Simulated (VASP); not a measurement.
A run of VASP 6.6.1:

INCAR

```
ALGO = Normal
EDIFF = 1E-6
ENCUT = 600
GGA_COMPAT = False
ISIF = 2
ISMEAR = -1
LASPH = True
LCHARG = True
LELF = True
LREAL = False
LVHAR = True
LWAVE = False
NBANDS = 14
NELM = 120
PREC = Accurate
SIGMA = 0.1
```

Contents of KPOINTS:

```
k-points
0
Gamma
  13 13 7
```

The input POSCAR:

```
Re
1.0
    2.7391880258      0.0000000000      0.0000000000
   -1.3695940129      2.3722064161      0.0000000000
    0.0000000000      0.0000000000      4.4118668232
Re
2
Direct
    0.3333333333      0.6666666667      0.2500000000
    0.6666666667      0.3333333333      0.7500000000
```

Potentials or basis: VASP PAW LDA potentials, release 64 (Re).

Launch:

```console
$ cat potpaw_LDA.64/Re/POTCAR > POTCAR
$ mpirun -np 1 vasp_std > vasp.out
```

Hardware: 1 thread of Intel Xeon 6975P-C, with other jobs on the host.

Q: How long does it take, and how much memory?

A: It took 25 s on 1 thread of Intel Xeon 6975P-C, on a shared host, peak memory 0.16 GiB. Counts: scf iterations 11, k points 84.
